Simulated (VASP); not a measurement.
Set up this calculation in VASP 6.6.1, as the native input.

| Item | Value |
| --- | --- |
| Task | single point |
| Functional | PBEsol |
| Potentials or basis | VASP PAW PBE potentials, release 64 (Au) |
| Cutoff | 520 eV |
| k mesh | 20 × 20 × 20 |
| Occupations | gaussian, width 0.15 eV |
| Spin | no spin polarisation |
| Dipole correction | no |
| Further INCAR settings | ALGO = Fast; EDIFF = 1e-06; NBANDS = 12 |

The structure of Au lies in POSCAR:

```
Au
1.0
   -1.6572690000      1.6572690000      1.5744055500
    1.6572690000     -1.6572690000      1.5744055500
    1.6572690000      1.6572690000     -1.5744055500
Au
1
Direct
    0.0000000000      0.0000000000      0.0000000000
```

This cell differs from its parent crystal: strain +0.000 along x and y, -0.050 along z.

One way to write it, as run:

INCAR

```
ALGO     = Fast           # electronic algorithm
EDIFF    = 1E-6           # SCF threshold, eV
ENCUT    = 520            # plane-wave cutoff, eV
GGA      = PS             # functional
ISIF     = 2              # what is computed and relaxed
ISMEAR   = 0              # smearing method
LASPH    = T              # aspherical terms in the spheres
LCHARG   = F              # write CHGCAR
LREAL    = F              # projectors in reciprocal space
LWAVE    = F              # write WAVECAR
NBANDS   = 12             # bands
NELM     = 100            # most SCF steps
PREC     = Accurate       # precision mode
SIGMA    = 0.15           # smearing width, eV
```

KPOINTS

```
k-points
0
Gamma
  20 20 20
```

Potentials or basis: VASP PAW PBE potentials, release 64 (Au).

The run is started by

```console
$ cat potpaw_PBE.64/Au/POTCAR > POTCAR
$ mpirun -np 1 vasp_std > vasp.out
```

It gave:

* Pressure: -2.6 GPa

Caveat: the cell differs from its parent crystal (strain +0.000 along x and y, -0.050 along z); the PAW data sets were made with another functional, which shifts forces and pressure a little.

Run time: 39 s on 1 thread of Intel(R) Xeon(R) 6975P-C (Granite Rapids) (shared host), peak memory 0.25 GiB.
